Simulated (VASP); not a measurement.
# NbSn (I4_1/amd) in VASP: single point with PBE

Aim: the single point of NbSn with PBE.

Everything below comes from runs of VASP 6.6.1. Logs are shortened: lines on timing, memory, paths and dates and some standing lists are left out, and cuts for length are marked.

### Step 1. The cell of the first run

The structure is tetragonal, space group I4_1/amd (No. 141). The conventional cell has a = 3.585 Å, b = 3.585 Å, c = 12.270 Å, α = 90.00°, β = 90.00°, γ = 90.00°. Nb (site symmetry -4m2) has 4 Sn at 2.53 Å within 3.3 Å. Within 3.3 Å of Sn (site symmetry -4m2) lie 4 Nb at 2.53 Å.

### Step 2. Single point, PBE

The input, INCAR:

```
ALGO = Normal ; EDIFF = 1E-7
ENCUT = 520 ; GGA = PE
ISIF = 2 ; ISMEAR = -1
LASPH = True ; LCHARG = False
LREAL = False ; LWAVE = False
NBANDS = 35 ; NELM = 60
PREC = Accurate ; SIGMA = 0.1
```

The input, KPOINTS:

```
k-points
0
Gamma
  10 10 10
```

The input, POSCAR:

```
NbSn
1.0
    0.0000000000      3.5849930000      0.0000000000
    3.5849930000      0.0000000000      0.0000000000
    1.7924960000      1.7924960000     -6.1349200000
Nb Sn
2 2
Direct
    0.0000000000      0.0000000000      0.0000000000
    0.7500000000      0.2500000000      0.5000000000
    0.5000000000      0.5000000000      0.0000000000
    0.2500000000      0.7500000000      0.5000000000
```

Potentials or basis: VASP PAW PBE potentials, release 64 (Nb_sv, Sn_d).

Started as:

```bash
$ cat potpaw_PBE.64/Nb_sv/POTCAR potpaw_PBE.64/Sn_d/POTCAR > POTCAR
$ mpirun -np 1 vasp_std > vasp.out
```

OUTCAR:

```text
EDIFF = 1E-7
   ENCUT = 520
   GGA = PE
   ISIF = 2
   ISMEAR = -1
   LASPH = True
   LREAL = False
   NELM = 60
   PREC = Accurate

 ion  position               nearest neighbor table
   1  0.000  0.000  0.000-   3 2.53   3 2.53   3 2.53   3 2.53
   2  0.750  0.250  0.500-   4 2.53   4 2.53   4 2.53   4 2.53
   3  0.500  0.500  0.000-   1 2.53   1 2.53   1 2.53   1 2.53   4 3.55   4 3.55   4 3.55   4 3.55

   4  0.250  0.750  0.500-   2 2.53   2 2.53   2 2.53   2 2.53   3 3.55   3 3.55   3 3.55   3 3.55

  LATTYP: Found a body centered tetragonal cell.
 ALAT       =     3.5849930000
 C/A-ratio  =     3.4225561947

  Lattice vectors:

 A1 = (  -1.7924960000,   1.7924970000,   6.1349200000)
 A2 = (   1.7924970000,  -1.7924960000,   6.1349200000)
 A3 = (   1.7924960000,   1.7924960000,  -6.1349200000)

Analysis of symmetry for initial positions (statically):
=====================================================================
 Subroutine PRICEL returns:
 Original cell was already a primitive cell.

 Routine SETGRP: Setting up the symmetry group for a
 body centered tetragonal supercell.

 Subroutine GETGRP returns: Found 16 space group operations
 (whereof  8 operations were pure point group operations)
 out of a pool of 16 trial point group operations.

The static configuration has the point symmetry D_2d.
 The point group associated with its full space group is D_4h.

Analysis of symmetry for dynamics (positions and initial velocities):
=====================================================================
 Subroutine PRICEL returns:
 Original cell was already a primitive cell.

 Routine SETGRP: Setting up the symmetry group for a
 body centered tetragonal supercell.

 Subroutine GETGRP returns: Found 16 space group operations
 (whereof  8 operations were pure point group operations)
 out of a pool of 16 trial point group operations.

The dynamic configuration has the point symmetry D_2d.
 The point group associated with its full space group is D_4h.

 Subroutine INISYM returns: Found 16 space group operations
 (whereof  8 operations are pure point group operations),
 and found     1 'primitive' translations

----------------------------------------------------------------------------------------

                                     Primitive cell

  volume of cell :      78.8471

[... 88 lines left out ...]
   LSORBIT =      F    spin-orbit coupling
   LASPH  =      T    aspherical Exc in radial PAW
   ENCUT  =  520.0 eV  38.22 Ry    6.18 a.u.   6.67  6.67 12.34*2*pi/ulx,y,z
   NELM   =     60;   NELMIN=  2; NELMDL= -5     # of ELM steps
   EDIFF  = 0.1E-06   stopping-criterion for ELM
   LREAL  =      F    real-space projection
   EDIFFG = 0.1E-05   stopping-criterion for IOM
   NSW    =      0    number of steps for IOM
   IBRION =     -1    ionic relax: 0-MD 1-quasi-New 2-CG
   NFREE  =      0    steps in history (QN), initial steepest desc. (CG)
   ISIF   =      2    stress and relaxation
   ISYM   =      2    0-nonsym 1-usesym 2-fastsym
   POTIM  = 0.5000    time-step for ionic-motion
   TEBEG  =    0.0;   TEEND  =   0.0 temperature during run
   PSTRESS=    0.0 pullay stress
   NELECT =      54.0000    total number of electrons
   NUPDOWN=      -1.0000    fix difference up-down
   EMIN   =  10.00;   EMAX   =-10.00  energy-range for DOS
   EFERMI =   0.00;   METHOD = LEGACY
   ISMEAR =    -1;   SIGMA  =   0.10  broadening in eV -4-tet -1-fermi 0-gaus
   EFERMI_NEDOS =   21; number of points for ismear=-14 and -15
   IALGO  =     38    algorithm
   IMIX   =      4    mixing-type and parameters
     AMIX     =   0.40;   BMIX     =  1.00
     AMIX_MAG =   1.60;   BMIX_MAG =  1.00
  volume/ion in A,a.u.               =      19.71       133.02
  Fermi-wavevector in a.u.,A,eV,Ry     =   1.443037  2.726945 28.332185  2.082357
  Thomas-Fermi vector in A             =   2.561490
   LORBIT       =      0    0 simple, 1 ext, 2 COOP (PROOUT), +10 PAW based schemes
   GGA     = PE    functional components
   LHFCALC =     F    Hartree Fock is set to
   AEXX    =    0.0000 exact exchange contribution
   IVDW    =     0    specifies the selected vdW correction
   LEPSILON=     F    determine dielectric tensor
   LRPA    =     F    only Hartree local field effects (RPA)
 non-spin polarized calculation
  energy-cutoff  :      520.00
  volume of cell :       78.85
 maximum number of plane-waves:      2163
   NGX = 13   NGY = 13   NGZ = 25

 number of electron      53.9999989 magnetization

 Free energy of the ion-electron system (eV)
  ---------------------------------------------------
  ext. energy  EPLUGINS =         0.00000000
  ---------------------------------------------------
  free energy    TOTEN  =       -24.22298440 eV

  energy without entropy =      -24.09118239  energy(sigma->0) =      -24.15708339

 E-fermi :  10.9224     XC(G=0): -11.8725

 val. band max:       10.9206292194   @ k =   0.5000   0.0000  -0.0000
 cond. band min:      10.9225491458   @ k =  -0.2000  -0.4000   0.2000
 fundamental gap:      0.0019199264
 Fermi energy:        10.9223661202

 k-point     1 :       0.0000    0.0000    0.0000
  band No.  band energies     occupation
      1     -43.7279      2.00000
      2     -43.7137      2.00000
      3     -19.9011      2.00000
      4     -19.9011      2.00000
      5     -19.8976      2.00000
      6     -19.8904      2.00000
[... 901 lines left out ...]
     34      15.0378      0.00000
     35      15.8793      0.00000

 [... further k-points ...]

------------------------ aborting loop because EDIFF is reached ----------------------------------------

  FORCE on cell =-STRESS in cart. coord.  units (eV):
  Direction    XX          YY          ZZ          XY          YZ          ZX
  --------------------------------------------------------------------------------------
  -------------------------------------------------------------------------------------
  Total       24.8479961     24.8479961     -3.5798944     -0.0000000     -0.0000003     -0.0000003
  in kB      504.9128505    504.9128505    -72.7436796     -0.0000000     -0.0000059     -0.0000059
  external PRESSURE =     312.3606738 kB  Pullay stress =       0.0000000 kB

 VOLUME and BASIS-vectors are now :
 -----------------------------------------------------------------------------
  energy-cutoff  :      520.00
  volume of cell :       78.85
      direct lattice vectors                 reciprocal lattice vectors
     0.000000000  3.584993000  0.000000000     0.000000000  0.278940573  0.081500633
     3.584993000  0.000000000  0.000000000     0.278940573  0.000000000  0.081500633
     1.792496000  1.792496000 -6.134920000     0.000000000  0.000000000 -0.163001311

 POSITION                                       TOTAL-FORCE (eV/Angst)
 -----------------------------------------------------------------------------------
      0.00000      0.00000      0.00000        -0.000000      0.000000      0.000000
      1.79250      3.58499     -3.06746         0.000000     -0.000000      0.000000
      1.79250      1.79250      0.00000         0.000000     -0.000000      0.000000
      3.58499      1.79250     -3.06746        -0.000000      0.000000      0.000000
 -----------------------------------------------------------------------------------
    total drift:                                0.000000      0.000000      0.000000

  FREE ENERGIE OF THE ION-ELECTRON SYSTEM (eV)
  ---------------------------------------------------
  free  energy   TOTEN  =       -24.2229843975 eV

  energy  without entropy=      -24.0911823890  energy(sigma->0) =      -24.15708339
```

OSZICAR:

```text
N       E                     dE             d eps       ncg     rms          rms(c)
DAV:   1     0.725300233974E+03    0.72530E+03   -0.27320E+04  7333   0.236E+03
DAV:   2     0.783538101968E+02   -0.64695E+03   -0.63266E+03  7148   0.680E+02
DAV:   3    -0.165379997956E+02   -0.94892E+02   -0.92686E+02  9158   0.235E+02
DAV:   4    -0.251113251910E+02   -0.85733E+01   -0.84151E+01 12055   0.580E+01
DAV:   5    -0.254334827857E+02   -0.32216E+00   -0.32030E+00 11216   0.106E+01    0.114E+01
DAV:   6    -0.243367889230E+02    0.10967E+01   -0.34913E+00 10643   0.114E+01    0.403E+00
DAV:   7    -0.242404517646E+02    0.96337E-01   -0.43122E-01 11215   0.490E+00    0.206E+00
DAV:   8    -0.242223026986E+02    0.18149E-01   -0.86173E-02 11134   0.238E+00    0.409E-01
DAV:   9    -0.242228648915E+02   -0.56219E-03   -0.13241E-02 10542   0.104E+00    0.244E-01
DAV:  10    -0.242230096524E+02   -0.14476E-03   -0.11498E-03 11212   0.279E-01    0.310E-02
DAV:  11    -0.242229859909E+02    0.23661E-04   -0.89646E-05  9829   0.997E-02    0.203E-02
DAV:  12    -0.242229847309E+02    0.12600E-05   -0.65268E-06 11310   0.222E-02    0.948E-03
DAV:  13    -0.242229848310E+02   -0.10015E-06   -0.73822E-07  9492   0.729E-03    0.294E-03
DAV:  14    -0.242229846069E+02    0.22416E-06   -0.83920E-08  5739   0.336E-03    0.121E-03
DAV:  15    -0.242229843296E+02    0.27730E-06   -0.85645E-08  5697   0.193E-03    0.454E-04
DAV:  16    -0.242229843975E+02   -0.67965E-07   -0.17556E-08  4875   0.138E-03
   1 F= -.24222984E+02 E0= -.24157083E+02  d E =-.131802E+00
```

stdout:

```text
POSCAR found type information on POSCAR NbSn
 POSCAR found :  2 types and       4 ions
 scaLAPACK will be used
 LDA part: xc-table for (Slater+PW92), standard interpolation
 POSCAR, INCAR and KPOINTS ok, starting setup
 FFT: planning ... GRIDC
 FFT: planning ... GRID_SOFT
 FFT: planning ... GRID
 WAVECAR not read
 entering main loop
```

It took 2.5 min on 1 thread of Intel Xeon 6975P-C (Granite Rapids), shared host; peak memory 0.36 GiB.

What came out:

| Quantity | Value |
| --- | --- |
| Free energy | -24.2230 eV |
| Pressure | 31.2 GPa |
| Band gap on the k mesh | zero (band 27 reaches 12.13 eV, above the bottom of band 28 at 10.36 eV) |

Caveat: spin-orbit coupling is left out, which moves the levels of the heavy elements.
